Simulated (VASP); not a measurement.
**Mg: single point with BLYP**

Crystal: Mg.

```
CELL_PARAMETERS angstrom
5.14296 0.00000 0.00000
-2.57148 4.45394 0.00000
0.00000 0.00000 3.13626
ATOMIC_POSITIONS crystal
Mg 0.00000 0.00000 0.00000
Mg 0.33333 0.66667 0.50000
Mg 0.66667 0.33333 0.50000
```

This isn't the form of Mg at room conditions, which is hcp.

```json
{
 "Program": "VASP 6.6.1",
 "Task": "single point",
 "Functional": "BLYP",
 "Potentials or basis": "VASP PAW PBE potentials, release 64 (Mg)",
 "Cutoff": "520 eV",
 "k mesh": "9 × 9 × 13",
 "Occupations": "fermi-dirac, width 0.1 eV",
 "Spin": "no spin polarisation",
 "Dipole correction": "no",
 "Further INCAR settings": "ALGO = Normal; EDIFF = 1e-06; NBANDS = 10"
}
```

```json
{"Pressure": "-0.1 GPa", "Band gap on the k mesh": "zero (bands 3 and 4 overlap by 4.11 eV)"}
```

Levels at points of the mesh, in eV from the Fermi level:
```tsv
k point	band 1	band 2	band 3	band 4	band 5	band 6
(0.00, 0.00, 0.00)	-6.78	0.30	0.30	0.36	0.36	1.13
```

Wall time 51 s on 1 thread of Intel(R) Xeon(R) Platinum 8259CL CPU @ 2.50GHz (Skylake/Cascade Lake), with other jobs on the host, peak memory 0.21 GiB.

Caveat: the PAW data sets were made with another functional, which shifts forces and pressure a little.
